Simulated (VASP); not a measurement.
# Tl (Fd-3m) in VASP: single point with PBE

Aim: the single point of Tl with PBE.

Program: VASP 6.6.1. These are calculated values, not measurements. Logs are shortened: lines on timing, memory, paths and dates and some standing lists are left out, and cuts for length are marked.

## 1. The cell of the first run

It takes space group Fd-3m (No. 227, cubic). Conventional cell: a = 5.246 Å, b = 5.246 Å, c = 5.246 Å, α = 90.00°, β = 90.00°, γ = 90.00°. Tl (site symmetry -43m) has 4 Tl at 2.27 Å within 3.0 Å.

This isn't the form of Tl at room conditions, which is hcp.

## 2. Single point, PBE (18.05 Å³/atom)

Contents of POSCAR:

```
Tl
1.0
    0.0000000000      2.6231382014      2.6231382014
    2.6231382014      0.0000000000      2.6231382014
    2.6231382014      2.6231382014      0.0000000000
Tl
2
Direct
   -0.1250000000     -0.1250000000     -0.1250000000
    0.1250000000      0.1250000000      0.1250000000
```

Contents of INCAR.step1:

```
PREC = Accurate
ENCUT = 520
EDIFF = 1E-6
ISMEAR = -1
SIGMA = 0.05
LREAL = False
LASPH = True
NELM = 80
ALGO = Normal
ISIF = 2
LWAVE = False
LCHARG = True
GGA = PE
NBANDS = 20
```

Contents of KPOINTS.step1:

```
Automatic mesh
0
Gamma
  10 10 10
```

Contents of INCAR.step2:

```
PREC = Accurate
ENCUT = 520
EDIFF = 1E-6
ISMEAR = -5
SIGMA = 0.05
LREAL = False
LASPH = True
NELM = 80
ALGO = Normal
ISIF = 2
LWAVE = False
LCHARG = False
GGA = PE
LORBIT = 11
NBANDS = 20
NEDOS = 1001
ICHARG = 11
```

Contents of KPOINTS.step2:

```
Automatic mesh
0
Gamma
  15 15 15
```

Potentials or basis: VASP PAW PBE potentials, release 64 (Tl_d).

Run with:

```sh
$ cat potpaw_PBE.64/Tl_d/POTCAR > POTCAR
$ cp INCAR.step1 INCAR
$ cp KPOINTS.step1 KPOINTS
$ mpirun -np 1 vasp_std > vasp.out
$ cp INCAR.step2 INCAR
$ cp KPOINTS.step2 KPOINTS
$ mpirun -np 1 vasp_std > vasp.out
```

OUTCAR:

```text
PREC = Accurate
   ENCUT = 520
   EDIFF = 1E-6
   ISMEAR = -5
   LREAL = False
   LASPH = True
   NELM = 80
   ISIF = 2
   GGA = PE
   LORBIT = 11
   ICHARG = 11

 ion  position               nearest neighbor table
   1  0.875  0.875  0.875-   2 2.27   2 2.27   2 2.27   2 2.27
   2  0.125  0.125  0.125-   1 2.27   1 2.27   1 2.27   1 2.27

  LATTYP: Found a face centered cubic cell.
 ALAT       =     5.2462764028

  Lattice vectors:

 A1 = (   0.0000000000,   2.6231382014,   2.6231382014)
 A2 = (   2.6231382014,   0.0000000000,   2.6231382014)
 A3 = (   2.6231382014,   2.6231382014,   0.0000000000)

Analysis of symmetry for initial positions (statically):
=====================================================================
 Subroutine PRICEL returns:
 Original cell was already a primitive cell.

 Routine SETGRP: Setting up the symmetry group for a
 face centered cubic supercell.

 Subroutine GETGRP returns: Found 48 space group operations
 (whereof 12 operations were pure point group operations)
 out of a pool of 48 trial point group operations.

The static configuration has the point symmetry D_3d.
 The point group associated with its full space group is O_h .

Analysis of symmetry for dynamics (positions and initial velocities):
=====================================================================
 Subroutine PRICEL returns:
 Original cell was already a primitive cell.

 Routine SETGRP: Setting up the symmetry group for a
 face centered cubic supercell.

 Subroutine GETGRP returns: Found 48 space group operations
 (whereof 12 operations were pure point group operations)
 out of a pool of 48 trial point group operations.

The dynamic configuration has the point symmetry D_3d.
 The point group associated with its full space group is O_h .

 Subroutine INISYM returns: Found 48 space group operations
 (whereof 12 operations are pure point group operations),
 and found     1 'primitive' translations

----------------------------------------------------------------------------------------

                                     Primitive cell

  volume of cell :      36.0989

  direct lattice vectors                    reciprocal lattice vectors
     0.000000000  2.623138201  2.623138201    -0.190611383  0.190611383  0.190611383
     2.623138201  0.000000000  2.623138201     0.190611383 -0.190611383  0.190611383
     2.623138201  2.623138201  0.000000000     0.190611383  0.190611383 -0.190611383

  length of vectors
     3.709677620  3.709677620  3.709677620     0.330148600  0.330148600  0.330148600

  position of ions in fractional coordinates (direct lattice)
     0.875000000  0.875000000  0.875000000
     0.125000000  0.125000000  0.125000000

  ion indices of the primitive-cell ions
   primitive index   ion index
                 1           1
                 2           2

----------------------------------------------------------------------------------------

 KPOINTS: Automatic mesh

Automatic generation of k-mesh.
 Grid dimensions read from file:
 generate k-points for:   15   15   15

 Generating k-lattice:

  Cartesian coordinates                     Fractional coordinates (reciprocal lattice)
    -0.012707426  0.012707426  0.012707426     0.066666667  0.000000000  0.000000000
     0.012707426 -0.012707426  0.012707426     0.000000000  0.066666667  0.000000000
     0.012707426  0.012707426 -0.012707426     0.000000000  0.000000000  0.066666667

  Length of vectors
     0.022009907  0.022009907  0.022009907

  Shift w.r.t. Gamma in fractional coordinates (k-lattice)
     0.000000000  0.000000000  0.000000000

 TETIRR: Found    484 inequivalent tetrahedra from    20250

 Subroutine IBZKPT returns following result:
 ===========================================

 Found    120 irreducible k-points:

 Following reciprocal coordinates:
            Coordinates               Weight
  0.000000  0.000000  0.000000      1.000000
  0.066667  0.000000  0.000000      8.000000
  0.133333  0.000000  0.000000      8.000000
  0.200000  0.000000  0.000000      8.000000
  0.266667  0.000000  0.000000      8.000000
  0.333333  0.000000  0.000000      8.000000
[... 16 lines left out ...]
  0.133333  0.133333  0.000000      6.000000
  0.200000  0.133333  0.000000     24.000000
 [... further k-points ...]
   k-points           NKPTS =    120   k-points in BZ     NKDIM =    120   number of bands    NBANDS=     20
   number of dos      NEDOS =   1001   number of ions     NIONS =      2
   total plane-waves  NPLWV =  21952
   dimension x,y,z NGX =    28 NGY =   28 NGZ =   28
   dimension x,y,z NGXF=    56 NGYF=   56 NGZF=   56
   ions per type =               2
   NGX,Y,Z   is equivalent  to a cutoff of  12.55, 12.55, 12.55 a.u.
   NGXF,Y,Z  is equivalent  to a cutoff of  25.10, 25.10, 25.10 a.u.
 SYSTEM =  unknown system
   PREC   = accura    normal or accurate (medium, high low for compatibility)
   ISTART =      0    job   : 0-new  1-cont  2-samecut
   ICHARG =     11    charge: 1-file 2-atom 10-const
   ISPIN  =      1    spin polarized calculation?
   LNONCOLLINEAR =      F non collinear calculations
   LSORBIT =      F    spin-orbit coupling
   LASPH  =      T    aspherical Exc in radial PAW
   ENCUT  =  520.0 eV  38.22 Ry    6.18 a.u.   6.90  6.90  6.90*2*pi/ulx,y,z
   NELM   =     80;   NELMIN=  2; NELMDL=  0     # of ELM steps
   EDIFF  = 0.1E-05   stopping-criterion for ELM
   LREAL  =      F    real-space projection
   EDIFFG = 0.1E-04   stopping-criterion for IOM
   NSW    =      0    number of steps for IOM
   IBRION =     -1    ionic relax: 0-MD 1-quasi-New 2-CG
   NFREE  =      0    steps in history (QN), initial steepest desc. (CG)
   ISIF   =      2    stress and relaxation
   ISYM   =      2    0-nonsym 1-usesym 2-fastsym
   POTIM  = 0.5000    time-step for ionic-motion
   TEBEG  =    0.0;   TEEND  =   0.0 temperature during run
   PSTRESS=    0.0 pullay stress
   NELECT =      26.0000    total number of electrons
   NUPDOWN=      -1.0000    fix difference up-down
   EMIN   =  10.00;   EMAX   =-10.00  energy-range for DOS
   EFERMI =   0.00;   METHOD = LEGACY
   ISMEAR =    -5;   SIGMA  =   0.05  broadening in eV -4-tet -1-fermi 0-gaus
   EFERMI_NEDOS =   21; number of points for ismear=-14 and -15
   IALGO  =     38    algorithm
   IMIX   =      4    mixing-type and parameters
     AMIX     =   0.40;   BMIX     =  1.00
     AMIX_MAG =   1.60;   BMIX_MAG =  1.00
  volume/ion in A,a.u.               =      18.05       121.80
  Fermi-wavevector in a.u.,A,eV,Ry     =   1.467466  2.773109 29.299562  2.153457
  Thomas-Fermi vector in A             =   2.583081
   LORBIT       =     11    0 simple, 1 ext, 2 COOP (PROOUT), +10 PAW based schemes
   GGA     = PE    functional components
   LHFCALC =     F    Hartree Fock is set to
   AEXX    =    0.0000 exact exchange contribution
   IVDW    =     0    specifies the selected vdW correction
   LEPSILON=     F    determine dielectric tensor
   LRPA    =     F    only Hartree local field effects (RPA)
 non-spin polarized calculation
 Fermi weights with tetrahedron method with Bloechl corrections
  energy-cutoff  :      520.00
  volume of cell :       36.10
 maximum number of plane-waves:       990

 number of electron      26.0000006 magnetization

 Free energy of the ion-electron system (eV)
  ---------------------------------------------------
  ext. energy  EPLUGINS =         0.00000000
  ---------------------------------------------------
  free energy    TOTEN  =         6.37391132 eV

  energy without entropy =        6.37391132  energy(sigma->0) =        6.37391132

 E-fermi :  13.0943     XC(G=0): -12.4090

 val. band max:       13.1253566298   @ k =   0.4000   0.2000   0.0667
 cond. band min:      13.0830116440   @ k =  -0.4000   0.2667   0.1333
 fundamental gap:     -0.0423449858
 Fermi energy:        13.0943167401

 k-point     1 :       0.0000    0.0000    0.0000
  band No.  band energies     occupation
      1      -2.6976      2.00000
      2      -2.6976      2.00000
      3      -2.6976      2.00000
      4      -2.6395      2.00000
      5      -2.6395      2.00000
      6      -2.1556      2.00000
[... 12 lines left out ...]
     19      20.5619      0.00000
     20      22.7551      0.00000

 k-point     2 :       0.0667    0.0000    0.0000
  band No.  band energies     occupation
      1      -2.8169      2.00000
      2      -2.8169      2.00000
      3      -2.7011      2.00000
      4      -2.4999      2.00000
      5      -2.4999      2.00000
      6      -2.0992      2.00000
[... 12 lines left out ...]
     19      22.1673      0.00000
     20      22.7444      0.00000

 k-point     3 :       0.1333    0.0000    0.0000
  band No.  band energies     occupation
      1      -2.9268      2.00000
      2      -2.9268      2.00000
      3      -2.7129      2.00000
      4      -2.3364      2.00000
      5      -2.3364      2.00000
      6      -1.9493      2.00000
[... 12 lines left out ...]
     19      21.9471      0.00000
     20      22.8123      0.00000

 k-point     4 :       0.2000    0.0000    0.0000
  band No.  band energies     occupation
      1      -2.9958      2.00000
      2      -2.9958      2.00000
      3      -2.7323      2.00000
      4      -2.2008      2.00000
      5      -2.2008      2.00000
      6      -1.7692      2.00000
[... 429 lines left out ...]
 k-point    23 :       0.1333    0.1333    0.0000
  band No.  band energies     occupation
      1      -3.0922      2.00000
      2      -2.7495      2.00000
      3      -2.7495      2.00000
      4      -2.4766      2.00000
      5      -2.0920      2.00000
      6      -1.8848      2.00000
[... 12 lines left out ...]
     19      23.3545      0.00000
     20      23.4663      0.00000

 k-point    24 :       0.2000    0.1333    0.0000
  band No.  band energies     occupation
      1      -3.1624      2.00000
      2      -2.8008      2.00000
      3      -2.7739      2.00000
      4      -2.3596      2.00000
      5      -1.9347      2.00000
      6      -1.7560      2.00000
[... 12 lines left out ...]
     19      23.6075      0.00000
     20      24.0616      0.00000

 [... further k-points ...]

------------------------ aborting loop because EDIFF is reached ----------------------------------------

  FORCE on cell =-STRESS in cart. coord.  units (eV):
  Direction    XX          YY          ZZ          XY          YZ          ZX
  --------------------------------------------------------------------------------------
  -------------------------------------------------------------------------------------
  Total       35.6189119     35.6189119     35.6189119      0.0000000      0.0000000     -0.0000000
  in kB     1580.8756783   1580.8756783   1580.8756783      0.0000000      0.0000000     -0.0000000
  external PRESSURE =    1580.8756783 kB  Pullay stress =       0.0000000 kB

 VOLUME and BASIS-vectors are now :
 -----------------------------------------------------------------------------
  energy-cutoff  :      520.00
  volume of cell :       36.10
      direct lattice vectors                 reciprocal lattice vectors
     0.000000000  2.623138201  2.623138201    -0.190611383  0.190611383  0.190611383
     2.623138201  0.000000000  2.623138201     0.190611383 -0.190611383  0.190611383
     2.623138201  2.623138201  0.000000000     0.190611383  0.190611383 -0.190611383

 POSITION                                       TOTAL-FORCE (eV/Angst)
 -----------------------------------------------------------------------------------
      4.59049      4.59049      4.59049        -0.000000     -0.000000     -0.000000
      0.65578      0.65578      0.65578         0.000000      0.000000      0.000000
 -----------------------------------------------------------------------------------
    total drift:                                0.000000     -0.000000     -0.000000

  FREE ENERGIE OF THE ION-ELECTRON SYSTEM (eV)
  ---------------------------------------------------
  free  energy   TOTEN  =         6.3739113199 eV

  energy  without entropy=        6.3739113199  energy(sigma->0) =        6.37391132

 total charge

# of ion       s       p       d       tot
------------------------------------------
    1        1.198   1.318   9.841  12.356
    2        1.198   1.318   9.841  12.356
--------------------------------------------------
tot          2.397   2.635  19.681  24.713
```

Wall time 99 s (1 thread of AMD EPYC 7R13, shared host); peak memory 0.17 GiB.

Results:

| Quantity | Value |
| --- | --- |
| Valence electrons inside the program's atomic spheres | Tl 12.36 |

Caveat: spin-orbit coupling is left out, which moves the levels of the heavy elements; tetrahedron occupations give inexact forces and stress in metals.
